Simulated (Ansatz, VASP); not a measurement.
## Si3N4 in VASP and in Ansatz

Contents of INCAR:

```
SYSTEM = Si3N4
PREC = Accurate ; ENCUT = 600
EDIFF = 1E-7 ; ISMEAR = 0
SIGMA = 0.02 ; LREAL = .FALSE.
LASPH = .TRUE. ; NELM = 80
ALGO = Normal ; ISIF = 3
LWAVE = .FALSE. ; LCHARG = .FALSE.
GGA = PE ; IBRION = 2
NSW = 100 ; EDIFFG = -0.01
```

KPOINTS

```
Automatic mesh
0
G
  6 6 6
  0 0 0
```

File POSCAR:

```
Si3N4
1.0
    0.0000000000      3.8937180000      3.8937180000
    3.8937180000      0.0000000000      3.8937180000
    3.8937180000      3.8937180000      0.0000000000
Si N
6 8
Direct
    0.1250000000      0.1250000000      0.6250000000
    0.1250000000      0.6250000000      0.1250000000
    0.6250000000      0.1250000000      0.1250000000
    0.1250000000      0.1250000000      0.1250000000
    0.7500000000      0.7500000000      0.7500000000
    0.5000000000      0.5000000000      0.5000000000
    0.3675630000      0.3675630000      0.3675630000
    0.3526890000      0.8824370000      0.8824370000
    0.8824370000      0.8824370000      0.3526890000
    0.8824370000      0.3526890000      0.8824370000
    0.3675630000      0.3675630000      0.8973110000
    0.3675630000      0.8973110000      0.3675630000
    0.8824370000      0.8824370000      0.8824370000
    0.8973110000      0.3675630000      0.3675630000
```

Input for Ansatz:

```yaml
crystal:
  lattice:
    - [0.0, 3.893718, 3.893718]
    - [3.893718, 0.0, 3.893718]
    - [3.893718, 3.893718, 0.0]
  atoms:
    - { symbol: Si, position: [0.125, 0.125, 0.625] }
    - { symbol: Si, position: [0.125, 0.625, 0.125] }
    - { symbol: Si, position: [0.625, 0.125, 0.125] }
    - { symbol: Si, position: [0.125, 0.125, 0.125] }
    - { symbol: Si, position: [0.75, 0.75, 0.75] }
    - { symbol: Si, position: [0.5, 0.5, 0.5] }
    - { symbol: "N", position: [0.367563, 0.367563, 0.367563] }
    - { symbol: "N", position: [0.352689, 0.882437, 0.882437] }
    - { symbol: "N", position: [0.882437, 0.882437, 0.352689] }
    - { symbol: "N", position: [0.882437, 0.352689, 0.882437] }
    - { symbol: "N", position: [0.367563, 0.367563, 0.897311] }
    - { symbol: "N", position: [0.367563, 0.897311, 0.367563] }
    - { symbol: "N", position: [0.882437, 0.882437, 0.882437] }
    - { symbol: "N", position: [0.897311, 0.367563, 0.367563] }
basis:
  ecutwfc: 420
kpoints:
  mp_grid: { grid: [6, 6, 6] }
hamiltonian:
  xc: pbe
scf:
  occupations: { method: gaussian, width: 0.02 }
output:
  forces: true
  stress: true
  eigenvalues: true
relax:
  adjacent_minimum: "off"
  f_tol: 0.01
  max_steps: 80
  cell: { stress_tol: 0.05 }
```

Alike in both runs: task relaxation of cell and atoms; functional PBE; k mesh 6 × 6 × 6; occupations gaussian, width 0.02 eV; no spin polarisation.

|  | VASP | Ansatz |
| --- | --- | --- |
| version | VASP 6.6.1 | Ansatz 0.2.0 |
| potentials or method | VASP PAW PBE potentials, release 64 (Si, N), cutoff 600 eV | scalar-relativistic, plane waves, PAW |
| valence electrons in the cell | 64 | 64 |

VASP gave:

```
gap on the k mesh at the Fermi level, each at its own relaxed structure (eV) : 3.33
relaxed volume (Å³/atom)                                                     : 8.43
relaxed length of the cell vector where the two differ most in proportion (Å)              : 5.507
```

Which values does Ansatz return?

gap on the k mesh at the Fermi level, each at its own relaxed structure (eV): 3.34; relaxed volume (Å³/atom): 8.44; relaxed length of the cell vector where the two differ most in proportion (Å): 5.508.

Noted on VASP's run: the relaxation stopped at its first step, so nothing moved.
